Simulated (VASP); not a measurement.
# In (P6_3/mmc) in VASP: notebook

Runs on In. Level: PBE. Tasks: single point, relaxation of shape and atoms at fixed volume.

Everything below comes from runs of VASP 6.6.1. Logs are shortened: lines on timing, memory, paths and dates and some standing lists are left out, and cuts for length are marked.

### Step 1. The cell of the first run

The structure is hexagonal, space group P6_3/mmc (No. 194). Conventional cell: a = 3.249 Å, b = 3.249 Å, c = 5.165 Å, α = 90.00°, β = 90.00°, γ = 120.00°. In (site symmetry -6m2) has 12 In at 3.19 to 3.25 Å within 4.2 Å.

### Step 2. Single point, PBE (volume scaled by 0.85)

Input file INCAR:

```
  PREC = Accurate
  ENCUT = 520
  EDIFF = 1E-7
  ISMEAR = -1
  SIGMA = 0.08
  LREAL = F
  LASPH = T
  NELM = 100
  ALGO = Normal
  ISIF = 2
  LWAVE = F
  LCHARG = T
  GGA = PE
  LELF = T
  LVHAR = T
  NBANDS = 20
```

Input file KPOINTS:

```
regular mesh
0
Gamma
  13 13 7
```

Input file POSCAR:

```
In
1.0
    3.2492491273      0.0000000000      0.0000000000
   -1.6246245636      2.8139322875      0.0000000000
    0.0000000000      0.0000000000      5.1652641389
In
2
Direct
    0.3333333333      0.6666666667      0.2500000000
    0.6666666667      0.3333333333      0.7500000000
```

Potentials or basis: VASP PAW PBE potentials, release 64 (In_d).

Run with:

```sh
cat potpaw_PBE.64/In_d/POTCAR > POTCAR
mpirun -np 1 vasp_std > vasp.out
```

OUTCAR:

```text
PREC = Accurate
   ENCUT = 520
   EDIFF = 1E-7
   ISMEAR = -1
   LREAL = F
   LASPH = T
   NELM = 100
   ISIF = 2
   GGA = PE

 ion  position               nearest neighbor table
   1  0.333  0.667  0.250-   2 3.19   2 3.19   2 3.19   2 3.19   2 3.19   2 3.19
   2  0.667  0.333  0.750-   1 3.19   1 3.19   1 3.19   1 3.19   1 3.19   1 3.19

  LATTYP: Found a hexagonal cell.
 ALAT       =     3.2492491273
 C/A-ratio  =     1.5896793187

  Lattice vectors:

 A1 = (   3.2492491273,   0.0000000000,   0.0000000000)
 A2 = (  -1.6246245636,   2.8139322875,   0.0000000000)
 A3 = (   0.0000000000,   0.0000000000,   5.1652641389)

Analysis of symmetry for initial positions (statically):
=====================================================================
 Subroutine PRICEL returns:
 Original cell was already a primitive cell.

 Routine SETGRP: Setting up the symmetry group for a
 hexagonal supercell.

 Subroutine GETGRP returns: Found 24 space group operations
 (whereof 12 operations were pure point group operations)
 out of a pool of 24 trial point group operations.

The static configuration has the point symmetry D_3d.
 The point group associated with its full space group is D_6h.

Analysis of symmetry for dynamics (positions and initial velocities):
=====================================================================
 Subroutine PRICEL returns:
 Original cell was already a primitive cell.

 Routine SETGRP: Setting up the symmetry group for a
 hexagonal supercell.

 Subroutine GETGRP returns: Found 24 space group operations
 (whereof 12 operations were pure point group operations)
 out of a pool of 24 trial point group operations.

The dynamic configuration has the point symmetry D_3d.
 The point group associated with its full space group is D_6h.

 Subroutine INISYM returns: Found 24 space group operations
 (whereof 12 operations are pure point group operations),
 and found     1 'primitive' translations

----------------------------------------------------------------------------------------

                                     Primitive cell

  volume of cell :      47.2269

  direct lattice vectors                    reciprocal lattice vectors
     3.249249127  0.000000000  0.000000000     0.307763413  0.177687289  0.000000000
    -1.624624564  2.813932288  0.000000000     0.000000000  0.355374578  0.000000000
     0.000000000  0.000000000  5.165264139     0.000000000  0.000000000  0.193600941

[... 73 lines left out ...]
 SYSTEM =  unknown system
   PREC   = accura    normal or accurate (medium, high low for compatibility)
   ISTART =      0    job   : 0-new  1-cont  2-samecut
   ICHARG =      2    charge: 1-file 2-atom 10-const
   ISPIN  =      1    spin polarized calculation?
   LNONCOLLINEAR =      F non collinear calculations
   LSORBIT =      F    spin-orbit coupling
   LASPH  =      T    aspherical Exc in radial PAW
   ENCUT  =  520.0 eV  38.22 Ry    6.18 a.u.   6.04  6.04  9.60*2*pi/ulx,y,z
   NELM   =    100;   NELMIN=  2; NELMDL= -5     # of ELM steps
   EDIFF  = 0.1E-06   stopping-criterion for ELM
   LREAL  =      F    real-space projection
   EDIFFG = 0.1E-05   stopping-criterion for IOM
   NSW    =      0    number of steps for IOM
   IBRION =     -1    ionic relax: 0-MD 1-quasi-New 2-CG
   NFREE  =      0    steps in history (QN), initial steepest desc. (CG)
   ISIF   =      2    stress and relaxation
   ISYM   =      2    0-nonsym 1-usesym 2-fastsym
   POTIM  = 0.5000    time-step for ionic-motion
   TEBEG  =    0.0;   TEEND  =   0.0 temperature during run
   PSTRESS=    0.0 pullay stress
   NELECT =      26.0000    total number of electrons
   NUPDOWN=      -1.0000    fix difference up-down
   EMIN   =  10.00;   EMAX   =-10.00  energy-range for DOS
   EFERMI =   0.00;   METHOD = LEGACY
   ISMEAR =    -1;   SIGMA  =   0.08  broadening in eV -4-tet -1-fermi 0-gaus
   EFERMI_NEDOS =   21; number of points for ismear=-14 and -15
   IALGO  =     38    algorithm
   IMIX   =      4    mixing-type and parameters
     AMIX     =   0.40;   BMIX     =  1.00
     AMIX_MAG =   1.60;   BMIX_MAG =  1.00
  volume/ion in A,a.u.               =      23.61       159.35
  Fermi-wavevector in a.u.,A,eV,Ry     =   1.341744  2.535528 24.494243  1.800276
  Thomas-Fermi vector in A             =   2.469953
   LORBIT       =      0    0 simple, 1 ext, 2 COOP (PROOUT), +10 PAW based schemes
   GGA     = PE    functional components
   LHFCALC =     F    Hartree Fock is set to
   AEXX    =    0.0000 exact exchange contribution
   IVDW    =     0    specifies the selected vdW correction
   LEPSILON=     F    determine dielectric tensor
   LRPA    =     F    only Hartree local field effects (RPA)
 non-spin polarized calculation
  energy-cutoff  :      520.00
  volume of cell :       47.23
 maximum number of plane-waves:      1288
   NGX = 13   NGY = 13   NGZ = 19

 number of electron      25.9999997 magnetization

 Free energy of the ion-electron system (eV)
  ---------------------------------------------------
  ext. energy  EPLUGINS =         0.00000000
  ---------------------------------------------------
  free energy    TOTEN  =        -4.93423841 eV

  energy without entropy =       -4.91390852  energy(sigma->0) =       -4.92407346

 E-fermi :   8.8221     XC(G=0): -10.7509

 val. band max:        8.8173953017   @ k =   0.3077   0.0769   0.4286
 cond. band min:       8.8527177767   @ k =   0.3846   0.0769   0.2857
 fundamental gap:      0.0353224750
 Fermi energy:         8.8220713988

 k-point     1 :       0.0000    0.0000    0.0000
  band No.  band energies     occupation
      1      -6.1257      2.00000
      2      -5.9865      2.00000
      3      -5.9749      2.00000
      4      -5.9749      2.00000
      5      -5.9312      2.00000
      6      -5.9312      2.00000
[... 541 lines left out ...]
     19      19.8496      0.00000
     20      20.7624      0.00000

 [... further k-points ...]
[... 5 lines left out ...]
  --------------------------------------------------------------------------------------
  -------------------------------------------------------------------------------------
  Total        2.4306713      2.4306713      2.4378869      0.0000000     -0.0000000      0.0000000
  in kB       82.4608156     82.4608156     82.7056073      0.0000000     -0.0000000      0.0000000
  external PRESSURE =      82.5424128 kB  Pullay stress =       0.0000000 kB

 VOLUME and BASIS-vectors are now :
 -----------------------------------------------------------------------------
  energy-cutoff  :      520.00
  volume of cell :       47.23
      direct lattice vectors                 reciprocal lattice vectors
     3.249249127  0.000000000  0.000000000     0.307763413  0.177687289  0.000000000
    -1.624624564  2.813932288  0.000000000     0.000000000  0.355374578  0.000000000
     0.000000000  0.000000000  5.165264139     0.000000000  0.000000000  0.193600941

 POSITION                                       TOTAL-FORCE (eV/Angst)
 -----------------------------------------------------------------------------------
     -0.00000      1.87595      1.29132         0.000000     -0.000000      0.000000
      1.62462      0.93798      3.87395        -0.000000      0.000000     -0.000000
 -----------------------------------------------------------------------------------
    total drift:                               -0.000000      0.000000      0.000000

  FREE ENERGIE OF THE ION-ELECTRON SYSTEM (eV)
  ---------------------------------------------------
  free  energy   TOTEN  =        -4.9342384062 eV

  energy  without entropy=       -4.9139085158  energy(sigma->0) =       -4.92407346
```

Run time: 20 s. Hardware: 1 thread of Intel Xeon 6975P-C (Granite Rapids), shared host; peak memory 0.2 GiB.

What came out:

```yaml
Free_energy: -4.9342 eV
Pressure: 8.3 GPa
Band_gap_on_the_k_mesh: zero (band 13 reaches 12.03 eV, above the bottom of band 14 at 6.39 eV)
```

Levels at points of the mesh, in eV from the Fermi level:
| k point | band 11 | band 12 | band 13 | band 14 | band 15 | band 16 |
| --- | --- | --- | --- | --- | --- | --- |
| (0.00, 0.00, 0.00) | -10.36 | -4.12 | -3.81 | 8.63 | 8.63 | 10.67 |

Caveat: the cell differs from its parent crystal (volume scaled by 0.85); spin-orbit coupling is left out, which moves the levels of the heavy elements.

### Step 3. Single point, PBE

This run uses another cell than the first one, of 26.39 Å³/atom, 1.118 times its volume.

Input file INCAR:

```
SYSTEM = In
ALGO = Normal
EDIFF = 1E-7
ENCUT = 520
GGA = PE
ISIF = 2
ISMEAR = -1
LASPH = .TRUE.
LCHARG = .TRUE.
LELF = .TRUE.
LREAL = .FALSE.
LVHAR = .TRUE.
LWAVE = .FALSE.
NBANDS = 20
NELM = 100
PREC = Accurate
SIGMA = 0.08
```

Input file KPOINTS:

```
k-points
0
G
  13 13 7
  0 0 0
```

Input file POSCAR:

```
In
1.0
    3.3798449654      0.0000000000      0.0000000000
   -1.6899224827      2.9270316009      0.0000000000
    0.0000000000      0.0000000000      5.3354330867
In
2
Direct
    0.3333333333      0.6666666667      0.2500000000
    0.6666666667      0.3333333333      0.7500000000
```

Potentials or basis: VASP PAW PBE potentials, release 64 (In_d).

Run with:

```sh
cat potpaw_PBE.64/In_d/POTCAR > POTCAR
mpirun -np 1 vasp_std > vasp.out
```

Wall time 31 s (1 thread of Intel Xeon 6975P-C (Granite Rapids), shared host); peak memory 0.22 GiB.

The run converged. Its results:

```yaml
Free_energy: -5.1016 eV
Pressure: 1.9 GPa
Band_gap_on_the_k_mesh: zero (band 13 reaches 10.42 eV, above the bottom of band 14 at 5.31 eV)
```

Levels at points of the mesh, in eV from the Fermi level:
```
           k point  band 9  band 10  band 11  band 12  band 13  band 14  band 15  band 16  band 17  band 18
(0.00, 0.00, 0.00)  -14.35   -14.35    -9.52    -3.98    -3.25     7.81     7.81     9.73     9.73    10.54
```

Caveat: spin-orbit coupling is left out, which moves the levels of the heavy elements.

### Step 4. Single point, PBE

This run uses another cell than the first one, of 27.78 Å³/atom, 1.176 times its volume.

Input file INCAR:

```
PREC = Accurate
ENCUT = 520
EDIFF = 1E-6
ISMEAR = -1
SIGMA = 0.08
LREAL = False
LASPH = True
NELM = 60
ALGO = Normal
ISIF = 2
LWAVE = False
LCHARG = False
GGA = PE
NBANDS = 20
```

Input file KPOINTS:

```
regular mesh
0
Gamma
  13 13 7
```

Input file POSCAR:

```
In
1.0
    3.4436155125      0.0000000000      0.0000000000
   -1.7218077562      2.9822585147      0.0000000000
    0.0000000000      0.0000000000      5.4101626312
In
2
Direct
    0.3333333333      0.6666666667      0.2500000000
    0.6666666667      0.3333333333      0.7500000000
```

Run with:

```sh
cat potpaw_PBE.64/In_d/POTCAR > POTCAR
mpirun -np 1 vasp_std > vasp.out
```

Run time: 28 s. Hardware: 1 thread of Intel Xeon 6975P-C (Granite Rapids), shared host; peak memory 0.22 GiB.

The run converged. Its results:

- Free energy: -5.1183 eV
- Pressure: 0.0 GPa
- Band gap on the k mesh: zero (band 13 reaches 9.74 eV, above the bottom of band 14 at 4.87 eV)

Levels at points of the mesh, in eV from the Fermi level:
| k point | band 10 | band 11 | band 12 | band 13 | band 14 | band 15 | band 16 | band 17 |
| --- | --- | --- | --- | --- | --- | --- | --- | --- |
| (0.00, 0.00, 0.00) | -14.32 | -9.16 | -3.90 | -3.01 | 7.43 | 7.43 | 9.30 | 9.30 |

Caveat: spin-orbit coupling is left out, which moves the levels of the heavy elements.

### Step 5. Relaxation of shape and atoms at fixed volume, PBE

This run uses another cell than the first one, of 11.11 Å³/atom, 0.471 times its volume.

Input file INCAR:

```
SYSTEM = In
  PREC = Accurate
  ENCUT = 600
  EDIFF = 1E-7
  ISMEAR = -1
  SIGMA = 0.08
  LREAL = .FALSE.
  LASPH = .TRUE.
  NELM = 100
  ALGO = Normal
  ISIF = 4
  LWAVE = .FALSE.
  LCHARG = .FALSE.
  GGA = PE
  IBRION = 2
  NSW = 50
  EDIFFG = -0.005
```

Input file KPOINTS:

```
regular mesh
0
G
  13 13 7
  0 0 0
```

Input file POSCAR:

```
In
1.0
    2.5372776035      0.0000000000      0.0000000000
   -1.2686388017      2.1973468611      0.0000000000
    0.0000000000      0.0000000000      3.9862419092
In
2
Direct
    0.3333333333      0.6666666667      0.2500000000
    0.6666666667      0.3333333333      0.7500000000
```

Run with:

```sh
cat potpaw_PBE.64/In_d/POTCAR > POTCAR
mpirun -np 1 vasp_std > vasp.out
```

Wall time 66 s (1 thread of Intel Xeon 6975P-C (Granite Rapids), shared host); peak memory 0.16 GiB.

It converged, with:

| Quantity | Value |
| --- | --- |
| Free energy | 8.5806 eV |
| Energy gained by relaxing | 30.0 meV/atom |
| Ionic steps | 8 |
| Pressure after relaxing | 330.0 GPa |
| Band gap on the k mesh | zero (band 13 reaches 29.32 eV, above the bottom of band 14 at 21.11 eV) |

The path:
```csv
step,energy change (eV),largest force (eV/Å),pressure (GPa),volume (Å³)
1,0.0000,0.0000,331.25,22.22
2,0.0499,0.0000,331.55,22.22
3,-0.0583,0.0000,329.95,22.22
4,-0.0600,0.0000,329.97,22.22
5,-0.0600,0.0000,329.98,22.22
6,-0.0600,0.0000,329.97,22.22
7,-0.0600,0.0000,329.99,22.22
8,-0.0600,0.0000,329.98,22.22
```

Final structure:
```
CELL_PARAMETERS angstrom
2.50502 0.00000 0.00000
-1.25251 2.16941 0.00000
0.00000 0.00000 4.08958
ATOMIC_POSITIONS crystal
In 0.33333 0.66667 0.25000
In 0.66667 0.33333 0.75000
```

Levels at points of the mesh, in eV from the Fermi level:
```csv
k point,band 11,band 12,band 13,band 14,band 15,band 16
"(0.00, 0.00, 0.00)",-16.65,-9.79,-4.58,9.80,12.09,12.51
```

Caveat: spin-orbit coupling is left out, which moves the levels of the heavy elements.

### Step 6. Relaxation of shape and atoms at fixed volume, PBE

This run uses another cell than the first one, of 12.50 Å³/atom, 0.529 times its volume.

Input file INCAR:

```
PREC = Accurate ; ENCUT = 600
EDIFF = 1E-6 ; ISMEAR = -1
SIGMA = 0.08 ; LREAL = F
LASPH = T ; NELM = 100
ALGO = Normal ; ISIF = 4
LWAVE = F ; LCHARG = F
GGA = PE ; IBRION = 2
NSW = 50 ; EDIFFG = -0.005
```

Input file KPOINTS:

```
regular mesh
0
Gamma
  13 13 7
```

Input file POSCAR:

```
In
1.0
    2.6388750488      0.0000000000      0.0000000000
   -1.3194375244      2.2853328297      0.0000000000
    0.0000000000      0.0000000000      4.1458586550
In
2
Direct
    0.3333333333      0.6666666667      0.2500000000
    0.6666666667      0.3333333333      0.7500000000
```

Potentials or basis: VASP PAW PBE potentials, release 64 (In_d).

Run with:

```sh
cat potpaw_PBE.64/In_d/POTCAR > POTCAR
mpirun -np 1 vasp_std > vasp.out
```

Run time: 44 s. Hardware: 1 thread of Intel Xeon 6975P-C (Granite Rapids), shared host; peak memory 0.17 GiB.

It converged, with:

| Item | Value |
| --- | --- |
| Free energy | 3.9606 eV |
| Energy gained by relaxing | 20.6 meV/atom |
| Ionic steps | 5 |
| Pressure after relaxing | 212.8 GPa |
| Band gap on the k mesh | zero (band 13 reaches 25.77 eV, above the bottom of band 14 at 17.73 eV) |

Step by step:
| step | energy change (eV) | largest force (eV/Å) | pressure (GPa) | volume (Å³) |
| --- | --- | --- | --- | --- |
| 1 | 0.0000 | 0.0000 | 213.63 | 25.00 |
| 2 | -0.0095 | 0.0000 | 213.34 | 25.00 |
| 3 | -0.0409 | 0.0000 | 212.80 | 25.00 |
| 4 | -0.0413 | 0.0000 | 212.78 | 25.00 |
| 5 | -0.0413 | 0.0000 | 212.80 | 25.00 |

Final structure:
```
In
1.0
     2.60672    0.00000    0.00000
    -1.30336    2.25748    0.00000
     0.00000    0.00000    4.24878
In
2
Direct
  0.33333 0.66667 0.25000
  0.66667 0.33333 0.75000
```

Levels at points of the mesh, in eV from the Fermi level:
```csv
k point,band 10,band 11,band 12,band 13,band 14,band 15,band 16,band 17
"(0.00, 0.00, 0.00)",-16.03,-16.03,-8.56,-4.65,10.49,12.68,12.92,13.86
```

Caveat: spin-orbit coupling is left out, which moves the levels of the heavy elements.

### Step 7. Overview

| task | cell | cutoff (eV) | gap on the mesh (eV) | pressure (GPa) |
| --- | --- | --- | --- | --- |
| single point | a = 3.249, b = 3.249, c = 5.165 Å, angles 90.0, 90.0, 120.0°, 2 atoms | 520 | none | 8.3 |
| single point | a = 3.380, b = 3.380, c = 5.335 Å, angles 90.0, 90.0, 120.0°, 2 atoms | 520 | none | 1.9 |
| single point | a = 3.444, b = 3.444, c = 5.410 Å, angles 90.0, 90.0, 120.0°, 2 atoms | 520 | none | 0.0 |
| relaxation of shape and atoms at fixed volume | relaxed from a = 2.537, b = 2.537, c = 3.986 Å, angles 90.0, 90.0, 120.0°, 2 atoms | 600 | none | 330.0 |
| relaxation of shape and atoms at fixed volume | relaxed from a = 2.639, b = 2.639, c = 4.146 Å, angles 90.0, 90.0, 120.0°, 2 atoms | 600 | none | 212.8 |

Alike in all rows: level PBE; potentials or basis VASP PAW PBE potentials, release 64 (In_d); no spin polarisation; k mesh 13 × 13 × 7; smearing fermi-dirac 0.08 eV.

Caveats: spin-orbit coupling is left out, which moves the levels of the heavy elements.

Absolute energies hang on the potentials; compare differences alone.
